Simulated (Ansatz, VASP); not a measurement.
Two plane-wave programs on IrSe

File POSCAR:

```
IrSe
1.0
    0.0000000000      2.5759288615      2.5759288615
    2.5759288615      0.0000000000      2.5759288615
    2.5759288615      2.5759288615      0.0000000000
Ir Se
1 1
Direct
    0.5000000000      0.5000000000      0.5000000000
    0.0000000000      0.0000000000      0.0000000000
```

File INCAR.step1:

```
PREC = Accurate
ENCUT = 520
ISMEAR = 0
SIGMA = 0.05
LREAL = False
LASPH = True
NELM = 80
NBANDS = 14
GGA = PE
ALGO = Normal
EDIFF = 1E-4
LWAVE = True
LCHARG = False
```

INCAR.step2

```
PREC = Accurate
ENCUT = 520
EDIFF = 1E-6
ISMEAR = 0
SIGMA = 0.05
LREAL = False
LASPH = True
NELM = 80
ALGO = Normal
ISIF = 2
LWAVE = False
LCHARG = False
METAGGA = R2SCAN
LMIXTAU = True
NBANDS = 14
ISTART = 1
```

The input KPOINTS:

```
Automatic mesh
0
Gamma
  12 12 12
```

Input for Ansatz:

```yaml
crystal:
  lattice:
    - [0.0, 2.5759288615, 2.5759288615]
    - [2.5759288615, 0.0, 2.5759288615]
    - [2.5759288615, 2.5759288615, 0.0]
  atoms:
    - { symbol: Ir, position: [0.5, 0.5, 0.5] }
    - { symbol: Se, position: [0.0, 0.0, 0.0] }
basis:
  ecutwfc: 500
  ecutrho_ratio: 4
kpoints:
  mp_grid: { grid: [12, 12, 12] }
hamiltonian:
  xc: r2scan
scf:
  occupations: { method: gaussian, width: 0.05 }
  lower_state_search: standard
output:
  forces: true
  stress: true
  write_density: true
  write_potential: true
  elf: true
  volumetric_format: npy
```

Alike in both runs: task single point; functional r2SCAN; k mesh 12 × 12 × 12; occupations gaussian, width 0.05 eV; no spin polarisation.

```csv
,VASP,Ansatz
version,VASP 6.6.1,Ansatz 0.2.0
potentials or method,"VASP PAW PBE potentials, release 64 (Ir, Se), cutoff 520 eV","scalar-relativistic, plane waves, PAW"
valence electrons in the cell,15,33
```

Ansatz gave:

| Item | Value |
| --- | --- |
| gap on the k mesh at the Fermi level (eV) | none |
| pressure (GPa) | 0.0 |

**Question.** Estimate VASP's values.

**Answer.** gap on the k mesh at the Fermi level (eV): none; pressure (GPa): 0.7.

VASP's potentials were made for PBE, not for r2SCAN. A gap of «none» marks a metal or a gap that the smearing closes. VASP's potentials hold 15 valence electrons a cell and Ansatz's 33, so a difference there can come from the potentials and not from the codes.

Neither program's run includes spin-orbit coupling.
